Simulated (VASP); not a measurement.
Write the native input for VASP 6.6.1 that does the following.

```
Task                   : single point
Functional             : LDA
Potentials or basis    : VASP PAW LDA potentials, release 64 (Ti_sv)
Cutoff                 : 520 eV
k mesh                 : 14 × 14 × 14
Occupations            : fermi-dirac, width 0.05 eV
Spin                   : no spin polarisation
Dipole correction      : no
Further INCAR settings : ALGO = Normal; EDIFF = 1e-06; NBANDS = 12
```

The structure of Ti lies in POSCAR:

```
Ti
1.0
    0.0000000000      2.0706000000      2.0300000000
    2.0706000000      0.0000000000      2.0300000000
    2.0706000000      2.0706000000      0.0000000000
Ti
1
Direct
    0.0000000000      0.0000000000      0.0000000000
```

This cell differs from its parent crystal: equal xx and yy strain of +2 %.

The input as run:

INCAR

```
  PREC = Accurate
  ENCUT = 520
  EDIFF = 1E-6
  ISMEAR = -1
  SIGMA = 0.05
  LREAL = False
  LASPH = True
  NELM = 100
  ALGO = Normal
  ISIF = 2
  LWAVE = False
  LCHARG = False
  NBANDS = 12
```

KPOINTS

```
Automatic mesh
0
Gamma
  14 14 14
```

Potentials or basis: VASP PAW LDA potentials, release 64 (Ti_sv).

The run is started by

```console
$ cat potpaw_LDA.64/Ti_sv/POTCAR > POTCAR
$ mpirun -np 1 vasp_std > vasp.out
```

Results of the run:

```
Pressure               : -8.8 GPa
Band gap on the k mesh : zero (bands 6 and 7 overlap by 1.23 eV)
```

Caveat: the cell differs from its parent crystal (equal xx and yy strain of +2 %); the cell stands under tension.

Run time: 51 s on 1 thread of Intel(R) Xeon(R) Platinum 8375C CPU @ 2.90GHz (Ice Lake), with other jobs on the host, peak memory 0.16 GiB.
